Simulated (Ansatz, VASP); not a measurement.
**La: VASP beside Ansatz**

Contents of INCAR:

```
PREC = Accurate
ENCUT = 520
EDIFF = 1E-6
ISMEAR = -1
SIGMA = 0.1
LREAL = F
LASPH = T
NELM = 80
ALGO = Normal
ISIF = 2
LWAVE = F
LCHARG = F
GGA = B5
ALDAX = 1.0
AGGAX = 1.0
AGGAC = 1.0
ALDAC = 0.0
NBANDS = 30
```

KPOINTS

```
regular mesh
0
Gamma
  12 12 4
```

Contents of POSCAR:

```
La
1.0
    4.0107873104      0.0000000000      0.0000000000
   -2.0053936552      3.4734437000      0.0000000000
    0.0000000000      0.0000000000     12.8940276640
La
4
Direct
    1.0000000000      1.0000000000      0.0000000000
    0.0000000000      1.0000000000      0.5000000000
    0.3333333333      0.6666666667      0.7500000000
    0.6666666667      0.3333333333      0.2500000000
```

Input for Ansatz:

```yaml
crystal:
  lattice:
    - [4.0107873103, 0.0, 0.0]
    - [-2.0053936551, 3.4734436999, 0.0]
    - [0.0, 0.0, 12.8940276269]
  atoms:
    - { symbol: La, position: [1.0, 1.0, 1.0] }
    - { symbol: La, position: [1.0, 1.0, 0.5] }
    - { symbol: La, position: [0.3333333333, 0.6666666667, 0.75] }
    - { symbol: La, position: [0.6666666667, 0.3333333333, 0.25] }
hamiltonian:
  xc: blyp
  pseudopotentials:
    kind: paw
    azcp:
      La: "pseudopotentials/La.paw.azcp"
basis:
  ecutwfc: 420
  fft_grid_basis: typed
kpoints:
  mp_grid: { grid: [12, 12, 4], shift: [0, 0, 0] }
magnetization:
  spin_polarized: false
scf:
  occupations: { method: fermi_dirac, width: 0.1 }
output:
  stress: true
```

Alike in both runs: task single point; functional BLYP; k mesh 12 × 12 × 4; occupations fermi-dirac, width 0.1 eV; no spin polarisation.

|  | VASP | Ansatz |
| --- | --- | --- |
| version | VASP 6.6.1 | Ansatz 0.2.0 |
| potentials or method | VASP PAW PBE potentials, release 64 (La), cutoff 520 eV | plane waves (420 eV) with PAW, scalar-relativistic |
| valence electrons in the cell | 44 | 44 |

```csv
,VASP,Ansatz,Ansatz less VASP
pressure (GPa),-2.4,-2.4,+0.02
```

VASP's potentials were made for PBE, not for BLYP. With one functional, cell and mesh, what is left measures potentials, basis and numerics.

Neither program's run includes spin-orbit coupling.
